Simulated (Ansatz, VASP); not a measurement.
**Two plane-wave programs on SnSe2**

```
Sn Se
1.0
     3.97204    0.00000    0.00000
     0.00000    3.97204    0.00000
     0.00000    0.00000    6.17826
Sn Se
1 2
Direct
  0.00000 0.00000 0.00000
  0.00000 0.00000 0.67076
  0.00000 0.00000 0.32924
```

Alike in both runs: task relaxation of cell and atoms; functional PBE; k mesh 4 × 4 × 4; occupations gaussian, width 0.1 eV; no spin polarisation.

|  | VASP | Ansatz |
| --- | --- | --- |
| version | VASP 6.6.1 | Ansatz 0.2.0 |
| potentials or method | VASP PAW PBE potentials, release 64 (Sn_d, Se), cutoff 600 eV | scalar-relativistic, plane waves, PAW |
| valence electrons in the cell | 26 | 46 |

|  | VASP | Ansatz | Ansatz less VASP |
| --- | --- | --- | --- |
| gap on the k mesh at the Fermi level, each at its own relaxed structure (eV) | none | none | - |
| relaxed volume (Å³/atom) | 24.53 | 24.62 | +0.082 |
| relaxed cell length with the largest relative difference (Å) | 8.338 | 8.352 | +0.0139 |

A gap of «none» marks a metal or a gap that the smearing closes. VASP's potentials hold 26 valence electrons a cell and Ansatz's 46, so a difference there can come from the potentials and not from the codes.

The k mesh is coarse, so the values compare programs but aren't converged. Noted on VASP's run: the volume moved by over 15 % at a fixed basis, so the end points are rough.
